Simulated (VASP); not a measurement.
# Cu (I4/mmm) in VASP: notebook, part 2 of 2

VASP 6.6.1. Earlier steps stand in the parts before.

### Step 4. Single point, PBEsol (strain +0.000 along x and y, -0.080 along z)

INCAR reads:

```
SYSTEM = Cu
ALGO = Fast
EDIFF = 1E-6
ENCUT = 520
GGA = PS
ISIF = 2
ISMEAR = 0
LASPH = .TRUE.
LCHARG = .TRUE.
LELF = .TRUE.
LREAL = .FALSE.
LVHAR = .TRUE.
LWAVE = .FALSE.
NBANDS = 12
NELM = 80
PREC = Accurate
SIGMA = 0.15
```

KPOINTS reads:

```
k-points
0
G
  30 30 30
  0 0 0
```

POSCAR reads:

```
Cu
1.0
   -1.4450917219      1.4450917219      1.2512066359
    1.4450917219     -1.4450917219      1.2512066359
    1.4450917219      1.4450917219     -1.2512066359
Cu
1
Direct
    0.0000000000      0.0000000000      0.0000000000
```

Potentials or basis: VASP PAW PBE potentials, release 64 (Cu).

Command:

```bash
$ cat potpaw_PBE.64/Cu/POTCAR > POTCAR
$ mpirun -np 1 vasp_std > vasp.out
```

OUTCAR:

```text
SYSTEM = Cu
   EDIFF = 1E-6
   ENCUT = 520
   GGA = PS
   ISIF = 2
   ISMEAR = 0
   LASPH = .TRUE.
   LREAL = .FALSE.
   NELM = 80
   PREC = Accurate

 ion  position               nearest neighbor table
   1  0.000  0.000  0.000-

  LATTYP: Found a body centered tetragonal cell.
 ALAT       =     2.8901834438
 C/A-ratio  =     0.8658319863

  Lattice vectors:

 A1 = (  -1.4450917219,   1.4450917219,   1.2512066359)
 A2 = (   1.4450917219,  -1.4450917219,   1.2512066359)
 A3 = (   1.4450917219,   1.4450917219,  -1.2512066359)

Analysis of symmetry for initial positions (statically):
=====================================================================
 Subroutine PRICEL returns:
 Original cell was already a primitive cell.

 Routine SETGRP: Setting up the symmetry group for a
 body centered tetragonal supercell.

 Subroutine GETGRP returns: Found 16 space group operations
 (whereof 16 operations were pure point group operations)
 out of a pool of 16 trial point group operations.

The static configuration has the point symmetry D_4h.

[... 169 lines left out ...]
      1      -1.3458      2.00000
      2       5.0732      2.00000
      3       5.8011      2.00000
      4       5.8011      2.00000
      5       6.1948      2.00000
      6       6.9899      2.00000
      7      33.2869      0.00000
      8      33.2869      0.00000
      9      37.7744      0.00000
     10      38.0685      0.00000
     11      38.3622      0.00000
     12      40.3178      0.00000
[... 331 lines left out ...]
 k-point    24 :       0.2667    0.0333    0.0000
  band No.  band energies     occupation
      1       1.8709      2.00000
      2       4.7864      2.00000
      3       5.5375      2.00000
      4       6.6348      2.00000
      5       6.6589      2.00000
      6       6.8296      2.00000
      7      22.9615      0.00000
      8      28.4525      0.00000
      9      29.5669      0.00000
     10      32.0726      0.00000
     11      35.1358      0.00000
     12      40.5851      0.00000

 [... further k-points ...]

------------------------ aborting loop because EDIFF is reached ----------------------------------------

  FORCE on cell =-STRESS in cart. coord.  units (eV):
  Direction    XX          YY          ZZ          XY          YZ          ZX
  --------------------------------------------------------------------------------------
  -------------------------------------------------------------------------------------
  Total        1.1170219      1.1170219      1.4869680      0.0000000     -0.0000000      0.0000000
  in kB      171.2349580    171.2349580    227.9461909      0.0000000     -0.0000000      0.0000000
  external PRESSURE =     190.1387023 kB  Pullay stress =       0.0000000 kB

 VOLUME and BASIS-vectors are now :
 -----------------------------------------------------------------------------
  energy-cutoff  :      520.00
  volume of cell :       10.45
      direct lattice vectors                 reciprocal lattice vectors
    -1.445091722  1.445091722  1.251206636     0.000000000  0.345998799  0.399614249
     1.445091722 -1.445091722  1.251206636     0.345998799  0.000000000  0.399614249
     1.445091722  1.445091722 -1.251206636     0.345998799  0.345998799  0.000000000

 POSITION                                       TOTAL-FORCE (eV/Angst)
 -----------------------------------------------------------------------------------
      0.00000      0.00000      0.00000         0.000000     -0.000000     -0.000000
 -----------------------------------------------------------------------------------
    total drift:                                0.000000      0.000000      0.000000

  FREE ENERGIE OF THE ION-ELECTRON SYSTEM (eV)
  ---------------------------------------------------
  free  energy   TOTEN  =        -4.2135895039 eV

  energy  without entropy=       -4.2100154396  energy(sigma->0) =       -4.21180247
```

OSZICAR:

```text
N       E                     dE             d eps       ncg     rms          rms(c)
DAV:   1     0.413489595874E+02    0.41349E+02   -0.53950E+03 53952   0.159E+03
DAV:   2    -0.403278469583E+01   -0.45382E+02   -0.41937E+02 49556   0.209E+02
DAV:   3    -0.531745004875E+01   -0.12847E+01   -0.12770E+01 54944   0.397E+01
DAV:   4    -0.532466839800E+01   -0.72183E-02   -0.72173E-02 53704   0.263E+00
DAV:   5    -0.532472954649E+01   -0.61148E-04   -0.61147E-04 55544   0.245E-01    0.841E+00
RMM:   6    -0.452082576631E+01    0.80390E+00   -0.30577E+00 59990   0.324E+01    0.397E+00
RMM:   7    -0.423617844334E+01    0.28465E+00   -0.36795E-01 59823   0.107E+01    0.118E+00
RMM:   8    -0.421588083016E+01    0.20298E-01   -0.17987E-02 61396   0.137E+00    0.386E-01
RMM:   9    -0.421346725096E+01    0.24136E-02   -0.55040E-03 61672   0.147E+00    0.430E-02
RMM:  10    -0.421358575483E+01   -0.11850E-03   -0.72815E-04 64771   0.337E-01    0.156E-02
RMM:  11    -0.421359581007E+01   -0.10055E-04   -0.12360E-04 63131   0.197E-01    0.341E-02
RMM:  12    -0.421358799868E+01    0.78114E-05   -0.44051E-05 67045   0.838E-02    0.339E-03
RMM:  13    -0.421358929362E+01   -0.12949E-05   -0.96094E-06 54495   0.288E-02    0.255E-03
RMM:  14    -0.421358950387E+01   -0.21026E-06   -0.70927E-07 38336   0.110E-02
   1 F= -.42135895E+01 E0= -.42118025E+01  d E =-.357406E-02
```

Wall time 4.2 min (1 thread of Intel Xeon 8259CL, shared host); peak memory 0.34 GiB.

Results:

```
Free energy            : -4.2136 eV
Pressure               : 19.0 GPa
Band gap on the k mesh : zero (an odd number of electrons rules out a gap without spin polarisation)
```

Stress tensor (GPa, compression positive):
```
17.12  0.00  0.00
 0.00 17.12  0.00
 0.00  0.00 22.79
```

Levels at points of the mesh, in eV from the Fermi level:
```csv
k point,band 4,band 5,band 6,band 7,band 8,band 9
"(0.00, 0.00, 0.00)",-3.24,-2.84,-2.05,24.25,24.25,28.74
"(0.50, 0.00, 0.00)",-1.82,-1.48,-0.47,5.71,17.37,17.74
"(0.50, 0.50, 0.00)",-2.38,-1.72,-1.52,3.96,21.32,22.56
"(0.50, 0.50, 0.50)",-1.70,-1.54,6.83,6.83,13.02,13.06
```

Caveat: the cell differs from its parent crystal (strain +0.000 along x and y, -0.080 along z); the stress differs along the axes, from 17 to 23 GPa; the PAW data sets were made with another functional, which shifts forces and pressure a little.

### Step 5. Overview

| cell | gap on the mesh (eV) | pressure (GPa) |
| --- | --- | --- |
| a = 2.327 Å, angles 106.8, 106.8, 114.9°, 1 atom | none | 42.8 |
| a = 2.386 Å, angles 112.3, 112.3, 104.0°, 1 atom | none | 19.7 |
| a = 2.396 Å, angles 105.8, 105.8, 117.0°, 1 atom | none | 19.0 |

Alike in all rows: task single point; level PBEsol; potentials or basis VASP PAW PBE potentials, release 64 (Cu); no spin polarisation; k mesh 30 × 30 × 30; cutoff (eV) 520; smearing gaussian 0.15 eV.

Caveats: the PAW data sets were made with another functional, which shifts forces and pressure a little; the cell stands under pressure (at least some runs); the stress differs along the axes, from 17 to 23 GPa (at least some runs).

Absolute energies hang on the potentials; compare differences alone.
